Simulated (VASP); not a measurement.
# Pt2Cl (P6/mmm) in VASP: further runs

Pt2Cl is run at these levels: PBE; tasks: single point, relaxation of cell and atoms.

Everything below comes from runs of VASP 6.6.1. Logs are shortened: lines on timing, memory, paths and dates and some standing lists are left out, and cuts for length are marked.

## Step 1: The cell of the first run

Symmetry: P6/mmm, No. 191, hexagonal system. The conventional cell has a = 2.812 Å, b = 2.812 Å, c = 7.388 Å, α = 90.00°, β = 90.00°, γ = 120.00°. Pt (site symmetry 6mm) has 1 Cl at 2.43 Å and 7 Pt at 2.53 to 2.81 Å within 3.2 Å. Within 3.2 Å of Cl (site symmetry 6/mmm) lie 2 Pt at 2.43 Å and 6 Cl at 2.81 Å.

## Step 2: Single point, PBE

INCAR

```
SYSTEM = Pt2Cl
PREC = Accurate
ENCUT = 520
EDIFF = 1E-6
ISMEAR = 0
SIGMA = 0.2
LREAL = .FALSE.
LASPH = .TRUE.
NELM = 100
ALGO = Normal
ISIF = 2
LWAVE = .FALSE.
LCHARG = .FALSE.
GGA = PE
NBANDS = 20
```

KPOINTS

```
Automatic mesh
0
G
  6 6 3
  0 0 0
```

POSCAR

```
Pt2Cl
1.0
    2.8118458757      0.0000000000      0.0000000000
   -1.4059229378      2.4351299599      0.0000000000
    0.0000000000      0.0000000000      7.3881808978
Pt Cl
2 1
Direct
    0.0000000000      0.0000000000      0.3284575545
    0.0000000000      0.0000000000      0.6715424455
    0.0000000000      0.0000000000      0.0000000000
```

Potentials or basis: VASP PAW PBE potentials, release 64 (Pt, Cl).

Command:

```sh
$ cat potpaw_PBE.64/Pt/POTCAR potpaw_PBE.64/Cl/POTCAR > POTCAR
$ mpirun -np 1 vasp_std > vasp.out
```

OUTCAR:

```text
SYSTEM = Pt2Cl
   PREC = Accurate
   ENCUT = 520
   EDIFF = 1E-6
   ISMEAR = 0
   LREAL = .FALSE.
   LASPH = .TRUE.
   NELM = 100
   ISIF = 2
   GGA = PE

 ion  position               nearest neighbor table
   1  0.000  0.000  0.328-   3 2.43   2 2.53
   2  0.000  0.000  0.672-   3 2.43   1 2.53
   3  0.000  0.000  0.000-   1 2.43   2 2.43

  LATTYP: Found a hexagonal cell.
 ALAT       =     2.8118458757
 C/A-ratio  =     2.6275198657

  Lattice vectors:

 A1 = (   2.8118458757,   0.0000000000,   0.0000000000)
 A2 = (  -1.4059229378,   2.4351299599,   0.0000000000)
 A3 = (   0.0000000000,   0.0000000000,   7.3881808978)

Analysis of symmetry for initial positions (statically):
=====================================================================
 Subroutine PRICEL returns:
 Original cell was already a primitive cell.

 Routine SETGRP: Setting up the symmetry group for a
 hexagonal supercell.

 Subroutine GETGRP returns: Found 24 space group operations
 (whereof 24 operations were pure point group operations)
 out of a pool of 24 trial point group operations.

The static configuration has the point symmetry D_6h.

Analysis of symmetry for dynamics (positions and initial velocities):
=====================================================================
 Subroutine PRICEL returns:
 Original cell was already a primitive cell.

 Routine SETGRP: Setting up the symmetry group for a
 hexagonal supercell.

 Subroutine GETGRP returns: Found 24 space group operations
 (whereof 24 operations were pure point group operations)
 out of a pool of 24 trial point group operations.

The dynamic configuration has the point symmetry D_6h.

 Subroutine INISYM returns: Found 24 space group operations
 (whereof 24 operations are pure point group operations),
 and found     1 'primitive' translations

----------------------------------------------------------------------------------------

                                     Primitive cell

  volume of cell :      50.5884

  direct lattice vectors                    reciprocal lattice vectors
     2.811845876  0.000000000  0.000000000     0.355638269  0.205327850  0.000000000
    -1.405922938  2.435129960  0.000000000     0.000000000  0.410655701  0.000000000
     0.000000000  0.000000000  7.388180898     0.000000000  0.000000000  0.135351315

  length of vectors
     2.811845876  2.811845876  7.388180898     0.410655701  0.410655701  0.135351315

  position of ions in fractional coordinates (direct lattice)
     0.000000000  0.000000000  0.328457554
     0.000000000  0.000000000  0.671542446
     0.000000000  0.000000000  0.000000000

  ion indices of the primitive-cell ions
   primitive index   ion index
                 1           1
                 2           2
                 3           3

----------------------------------------------------------------------------------------

 KPOINTS: Automatic mesh

Automatic generation of k-mesh.
 Grid dimensions read from file:
 generate k-points for:    6    6    3

 Generating k-lattice:

  Cartesian coordinates                     Fractional coordinates (reciprocal lattice)
     0.059273045  0.034221308  0.000000000     0.166666667 -0.000000000  0.000000000
     0.000000000  0.068442617  0.000000000     0.000000000  0.166666667  0.000000000
     0.000000000  0.000000000  0.045117105     0.000000000  0.000000000  0.333333333

  Length of vectors
     0.068442617  0.068442617  0.045117105

  Shift w.r.t. Gamma in fractional coordinates (k-lattice)
     0.000000000  0.000000000  0.000000000

 Subroutine IBZKPT returns following result:
 ===========================================

 Found     14 irreducible k-points:

 Following reciprocal coordinates:
            Coordinates               Weight
  0.000000  0.000000  0.000000      1.000000
  0.166667  0.000000  0.000000      6.000000
  0.333333 -0.000000  0.000000      6.000000
  0.500000  0.000000  0.000000      3.000000
  0.166667  0.166667  0.000000      6.000000
  0.333333  0.166667  0.000000     12.000000
[... 40 lines left out ...]

 number of electron      26.9999998 magnetization

 Free energy of the ion-electron system (eV)
  ---------------------------------------------------
  ext. energy  EPLUGINS =         0.00000000
  ---------------------------------------------------
  free energy    TOTEN  =       -13.52449814 eV

  energy without entropy =      -13.48306863  energy(sigma->0) =      -13.50378338

 E-fermi :   7.8813     XC(G=0): -12.0500

 val. band max:        7.8286450197   @ k =   0.5000   0.0000   0.3333
 cond. band min:       8.0109066450   @ k =   0.3333  -0.0000   0.3333
 fundamental gap:      0.1822616253
 Fermi energy:         7.8812878738

 k-point     1 :       0.0000    0.0000    0.0000
  band No.  band energies     occupation
      1      -9.4570      2.00000
      2       0.3263      2.00000
      3       0.5281      2.00000
      4       2.2459      2.00000
      5       3.2402      2.00000
      6       5.1200      2.00000
[... 12 lines left out ...]
     19      19.2866      0.00000
     20      21.5157      0.00000

 k-point     2 :       0.1667    0.0000    0.0000
  band No.  band energies     occupation
      1      -9.0339      2.00000
      2       0.8317      2.00000
      3       1.4274      2.00000
      4       2.9541      2.00000
      5       3.3370      2.00000
      6       4.7078      2.00000
[... 12 lines left out ...]
     19      19.4630      0.00000
     20      21.0481      0.00000

 k-point     3 :       0.3333   -0.0000    0.0000
  band No.  band energies     occupation
      1      -7.9892      2.00000
      2       1.8443      2.00000
      3       2.2059      2.00000
      4       2.5919      2.00000
      5       3.3744      2.00000
      6       3.8369      2.00000
[... 12 lines left out ...]
     19      17.6482      0.00000
     20      17.9170      0.00000

 k-point     4 :       0.5000    0.0000    0.0000
  band No.  band energies     occupation
      1      -7.2931      2.00000
      2       0.9372      2.00000
      3       2.4641      2.00000
      4       2.4938      2.00000
      5       3.1243      2.00000
      6       3.5971      2.00000
[... 199 lines left out ...]
 k-point    13 :       0.3333    0.1667    0.3333
  band No.  band energies     occupation
      1      -7.3098      2.00000
      2       1.6710      2.00000
      3       1.7423      2.00000
      4       3.2341      2.00000
      5       3.4453      2.00000
      6       3.7827      2.00000
[... 12 lines left out ...]
     19      18.0369      0.00000
     20      18.6559      0.00000

 k-point    14 :       0.3333    0.3333    0.3333
  band No.  band energies     occupation
      1      -6.9403      2.00000
      2       1.9843      2.00000
      3       2.4469      2.00000
      4       2.4469      2.00000
      5       3.9097      2.00000
      6       3.9097      2.00000
[... 12 lines left out ...]
     19      17.2851      0.00000
     20      17.2851      0.00000

------------------------ aborting loop because EDIFF is reached ----------------------------------------

  FORCE on cell =-STRESS in cart. coord.  units (eV):
  Direction    XX          YY          ZZ          XY          YZ          ZX
  --------------------------------------------------------------------------------------
  -------------------------------------------------------------------------------------
  Total       -0.1659830     -0.1659830     -0.0984689     -0.0000000      0.0000000      0.0000000
  in kB       -5.2568186     -5.2568186     -3.1185917     -0.0000000      0.0000000      0.0000000
  external PRESSURE =      -4.5440763 kB  Pullay stress =       0.0000000 kB

 VOLUME and BASIS-vectors are now :
 -----------------------------------------------------------------------------
  energy-cutoff  :      520.00
  volume of cell :       50.59
      direct lattice vectors                 reciprocal lattice vectors
     2.811845876  0.000000000  0.000000000     0.355638269  0.205327850  0.000000000
    -1.405922938  2.435129960  0.000000000     0.000000000  0.410655701  0.000000000
     0.000000000  0.000000000  7.388180898     0.000000000  0.000000000  0.135351315

 POSITION                                       TOTAL-FORCE (eV/Angst)
 -----------------------------------------------------------------------------------
      0.00000      0.00000      2.42670         0.000000      0.000000      0.037160
      0.00000      0.00000      4.96148        -0.000000     -0.000000     -0.037160
      0.00000      0.00000      0.00000        -0.000000      0.000000      0.000000
 -----------------------------------------------------------------------------------
    total drift:                                0.000000     -0.000000      0.000000

  FREE ENERGIE OF THE ION-ELECTRON SYSTEM (eV)
  ---------------------------------------------------
  free  energy   TOTEN  =       -13.5244981413 eV

  energy  without entropy=      -13.4830686279  energy(sigma->0) =      -13.50378338
```

It took 13 s on 1 thread of Oxide Virtual Turin-like, shared host; peak memory 0.15 GiB.

What came out:

| Quantity | Value |
| --- | --- |
| Free energy | -13.5245 eV |
| Pressure | -0.5 GPa |
| Largest force | 0.037 eV/Å |

Forces in eV/Å, atoms in the order of the input:
```
Pt   0.000  0.000  0.037
Pt   0.000  0.000 -0.037
Cl   0.000  0.000  0.000
```

Caveat: the k points lie up to 0.43 Å⁻¹ apart; spin-orbit coupling is left out, which moves the levels of the heavy elements; an odd number of electrons without spin polarisation forces a metal; a magnetic or distorted state may lie lower.

## Step 3: Relaxation of cell and atoms, PBE

This run uses another cell than the first one, of 20.94 Å³/atom, 1.242 times its volume.

INCAR

```
ALGO = Normal
EDIFF = 1E-6
EDIFFG = -0.08
ENCUT = 600
GGA = PE
IBRION = 2
ISIF = 3
ISMEAR = 0
LASPH = T
LCHARG = F
LREAL = F
LWAVE = F
NELM = 60
NSW = 36
PREC = Accurate
SIGMA = 0.2
```

KPOINTS

```
k-points
0
Gamma
  6 6 3
```

POSCAR

```
Pt2Cl
1.0
    3.4753636400      0.0000000000      0.0000000000
   -1.7376818200      3.0097532000      0.0000000000
    0.0000000000      0.0000000000      6.0057194200
Pt Cl
2 1
Direct
    0.0000000000      0.0000000000      0.2881953500
    0.0000000000      0.0000000000      0.7118046500
    0.0000000000      0.0000000000      0.0000000000
```

Potentials or basis: VASP PAW PBE potentials, release 64 (Pt, Cl).

Command:

```sh
$ cat potpaw_PBE.64/Pt/POTCAR potpaw_PBE.64/Cl/POTCAR > POTCAR
$ mpirun -np 1 vasp_std > vasp.out
```

It took 8.5 min on 1 thread of Oxide Virtual Turin-like, shared host; peak memory 0.18 GiB.

The run converged. Its results:

| Property | Result |
| --- | --- |
| Free energy | -13.5226 eV |
| Relaxed volume | 16.81 Å³/atom |
| Relaxed cell | a = 2.809 Å, b = 2.809 Å, c = 7.381 Å, α = 90.00°, β = 90.00°, γ = 120.00° |
| Space group after relaxing (to 0.05 Å) | P6/mmm (No. 191) |
| Energy gained by relaxing | 3423.7 meV/atom |
| Ionic steps | 36 |
| Pressure after relaxing | 0.1 GPa |
| Largest force after relaxing | 0.038 eV/Å |

Forces on the atoms (eV/Å):
```
Pt   0.000  0.000  0.038
Pt   0.000  0.000 -0.038
Cl   0.000  0.000  0.000
```

Stress tensor (GPa, compression positive):
```
0.02 0.00 0.00
0.00 0.02 0.00
0.00 0.00 0.20
```

Step by step:
```csv
step,energy change (eV),largest force (eV/Å),pressure (GPa),volume (Å³)
1,0.0000,21.4556,64.36,62.82
2,90.5062,377.1676,135.89,135.72
3,13.2065,65.1639,54.70,85.95
4,-0.5990,23.8931,14.57,110.26
5,-2.4907,8.5091,-10.23,129.29
6,-2.6722,10.3300,-5.45,125.28
7,-2.6611,9.9577,-6.39,126.05
8,-3.2116,10.4903,-3.76,120.55
9,-3.8419,12.4183,2.53,106.26
10,-5.1697,8.0287,-2.82,102.67
11,-6.6739,1.4170,-11.04,95.34
12,-7.6747,1.5589,-17.17,81.73
13,-7.8732,1.5370,-17.11,77.23
14,-8.2496,1.0011,-14.21,68.72
15,-8.0643,0.2350,16.99,53.60
16,-8.4227,0.7601,-10.74,64.80
17,-8.4827,0.4736,-3.80,60.28
18,-8.4821,0.5537,-6.40,61.68
19,-8.5801,0.5593,-3.49,59.26
20,-8.6693,0.5724,2.02,55.80
21,-8.7949,0.5877,2.45,54.67
22,-9.2386,0.7489,4.98,51.24
23,-9.3403,3.3855,30.18,44.28
24,-9.5554,1.1641,9.04,48.78
25,-9.6499,1.9138,16.43,46.54
26,-9.7943,2.5498,15.14,46.73
27,-9.7945,2.5418,15.22,46.73
28,-10.0054,1.9927,6.85,48.46
29,-10.1373,1.0577,-7.17,53.01
30,-10.1490,1.2067,-5.00,52.05
31,-10.2055,0.9534,-3.98,51.65
32,-10.2618,0.1246,-0.06,50.68
33,-10.2632,0.1100,-0.86,50.84
34,-10.2633,0.0581,-0.66,50.80
35,-10.2692,0.0460,-0.30,50.60
36,-10.2711,0.0378,0.08,50.42
```

Final structure:
```xyz
3
Lattice="2.8086 0.0000 0.0000 -1.4043 2.4323 0.0000 0.0000 0.0000 7.3810" Properties=species:S:1:pos:R:3 pbc="T T T"
Pt    0.0000    0.0000    2.4237
Pt    0.0000    0.0000    4.9573
Cl    2.8086    0.0000    0.0000
```

Levels at points of the mesh, in eV from the Fermi level:
| k point | band 11 | band 12 | band 13 | band 14 | band 15 | band 16 |
| --- | --- | --- | --- | --- | --- | --- |
| (0.00, 0.00, 0.00) | -1.74 | -0.27 | -0.27 | 0.57 | 0.57 | 2.89 |
| (0.50, 0.00, 0.00) | -0.75 | 0.57 | 0.70 | 1.91 | 1.98 | 3.63 |

Caveat: the volume moved by over 15 % at a fixed basis, so the end points are rough; spin-orbit coupling is left out, which moves the levels of the heavy elements; an odd number of electrons without spin polarisation forces a metal; a magnetic or distorted state may lie lower; the relaxation stopped at a loose force limit of 0.08 eV/Å, so its end isn't a converged minimum.

## Step 4: Single point, PBE

INCAR

```
  PREC = Accurate
  ENCUT = 520
  EDIFF = 1E-6
  ISMEAR = 0
  SIGMA = 0.1
  LREAL = False
  LASPH = True
  NELM = 100
  ALGO = Normal
  ISIF = 2
  LWAVE = False
  LCHARG = False
  GGA = PE
  NBANDS = 20
```

KPOINTS

```
regular mesh
0
Gamma
  12 12 6
```

POSCAR

```
Pt2Cl
1.0
    2.8000018573      0.0000000000      0.0000000000
   -1.4000009286      2.4248727391      0.0000000000
    0.0000000000      0.0000000000      7.4603747862
Pt Cl
2 1
Direct
    0.0000000000      0.0000000000      0.3293369740
    0.0000000000      0.0000000000      0.6706630260
    0.0000000000      0.0000000000      0.0000000000
```

Command:

```sh
$ cat potpaw_PBE.64/Pt/POTCAR potpaw_PBE.64/Cl/POTCAR > POTCAR
$ mpirun -np 1 vasp_std > vasp.out
```

It took 92 s on 1 thread of Oxide Virtual Turin-like, shared host; peak memory 0.19 GiB.

Results (log left out):

```
Free energy   : -13.3625 eV
Pressure      : -0.4 GPa
Largest force : 0.019 eV/Å
```

Forces in eV/Å, atoms in the order of the input:
```
Pt   0.000  0.000  0.019
Pt   0.000  0.000 -0.019
Cl   0.000  0.000  0.000
```

Stress tensor (GPa, compression positive):
```
-0.28  0.00  0.00
 0.00 -0.28  0.00
 0.00  0.00 -0.50
```

Levels at points of the mesh, in eV from the Fermi level:
```tsv
k point	band 9	band 10	band 11	band 12	band 13	band 14	band 15	band 16	band 17	band 18
(0.00, 0.00, 0.00)	-2.77	-1.79	-1.79	-0.41	-0.41	0.64	0.64	2.58	4.20	10.68
(0.50, 0.00, 0.00)	-2.64	-0.94	-0.75	0.35	0.47	1.66	1.75	3.40	4.76	7.81
(0.00, 0.00, 0.50)	-2.77	-1.62	-1.62	-0.82	-0.82	-0.09	0.91	0.91	6.35	9.62
(0.50, 0.00, 0.50)	-1.89	-1.33	-0.08	0.02	0.35	0.47	0.66	4.12	4.78	6.56
```

Caveat: spin-orbit coupling is left out, which moves the levels of the heavy elements; an odd number of electrons without spin polarisation forces a metal; a magnetic or distorted state may lie lower.

## Step 5: Single point, PBE

INCAR

```
SYSTEM = Pt2Cl
PREC     = Accurate       ! precision mode
ENCUT    = 520            ! plane-wave cutoff, eV
EDIFF    = 1E-6           ! SCF threshold, eV
ISMEAR   = 0              ! smearing method
SIGMA    = 0.1            ! smearing width, eV
LREAL    = .False.        ! projectors in reciprocal space
LASPH    = .True.         ! aspherical terms in the spheres
NELM     = 60             ! most SCF steps
ALGO     = Normal         ! electronic algorithm
ISIF     = 2              ! what is computed and relaxed
LWAVE    = .False.        ! write WAVECAR
LCHARG   = .False.        ! write CHGCAR
GGA      = PE             ! functional
NBANDS   = 20             ! bands
```

KPOINTS

```
Automatic mesh
0
Gamma
  12 12 6
  0 0 0
```

POSCAR is that of step 4.

Command:

```sh
$ cat potpaw_PBE.64/Pt/POTCAR potpaw_PBE.64/Cl/POTCAR > POTCAR
$ mpirun -np 1 vasp_std > vasp.out
```

It took 63 s on 1 thread of Oxide Virtual Turin-like, shared host; peak memory 0.19 GiB.

Results (log left out):

```yaml
Free_energy: -13.3625 eV
Pressure: -0.4 GPa
Largest_force: 0.019 eV/Å
```

Forces in eV/Å, atoms in the order of the input:
```
Pt   0.000  0.000  0.019
Pt   0.000  0.000 -0.019
Cl   0.000  0.000  0.000
```

Stress tensor (GPa, compression positive):
```
-0.28  0.00  0.00
 0.00 -0.28  0.00
 0.00  0.00 -0.50
```

Levels at points of the mesh, in eV from the Fermi level:
| k point | band 11 | band 12 | band 13 | band 14 | band 15 | band 16 |
| --- | --- | --- | --- | --- | --- | --- |
| (0.00, 0.00, 0.00) | -1.79 | -0.41 | -0.41 | 0.64 | 0.64 | 2.58 |
| (0.50, 0.00, 0.00) | -0.75 | 0.35 | 0.47 | 1.66 | 1.75 | 3.40 |
| (0.00, 0.00, 0.50) | -1.62 | -0.82 | -0.82 | -0.09 | 0.91 | 0.91 |
| (0.50, 0.00, 0.50) | -0.08 | 0.02 | 0.35 | 0.47 | 0.66 | 4.12 |

Caveat: spin-orbit coupling is left out, which moves the levels of the heavy elements; an odd number of electrons without spin polarisation forces a metal; a magnetic or distorted state may lie lower.

## Step 6: The runs side by side

| task | cell | k mesh | cutoff (eV) | smearing | gap on the mesh (eV) | pressure (GPa) | largest force (eV/Å) |
| --- | --- | --- | --- | --- | --- | --- | --- |
| single point | a = 2.812, b = 2.812, c = 7.388 Å, angles 90.0, 90.0, 120.0°, 3 atoms | 6 × 6 × 3 | 520 | gaussian 0.2 eV | none | -0.5 | 0.04 |
| relaxation of cell and atoms | relaxed from a = 3.475, b = 3.475, c = 6.006 Å, angles 90.0, 90.0, 120.0°, 3 atoms | 6 × 6 × 3 | 600 | gaussian 0.2 eV | none | 0.1 | 0.04 |
| single point | a = 2.800, b = 2.800, c = 7.460 Å, angles 90.0, 90.0, 120.0°, 3 atoms | 12 × 12 × 6 | 520 | gaussian 0.1 eV | none | -0.4 | 0.02 |

Alike in all rows: level PBE; potentials or basis VASP PAW PBE potentials, release 64 (Pt, Cl); no spin polarisation.

Caveats: some runs use coarse meshes; spin-orbit coupling is left out, which moves the levels of the heavy elements; an odd number of electrons without spin polarisation forces a metal; a magnetic or distorted state may lie lower; the volume moved by over 15 % at a fixed basis, so the end points are rough (some runs); the relaxation stopped at a loose force limit of 0.08 eV/Å, so its end isn't a converged minimum (some runs).

Total energies depend on the potentials used, so only differences within one code and one set of settings carry meaning.
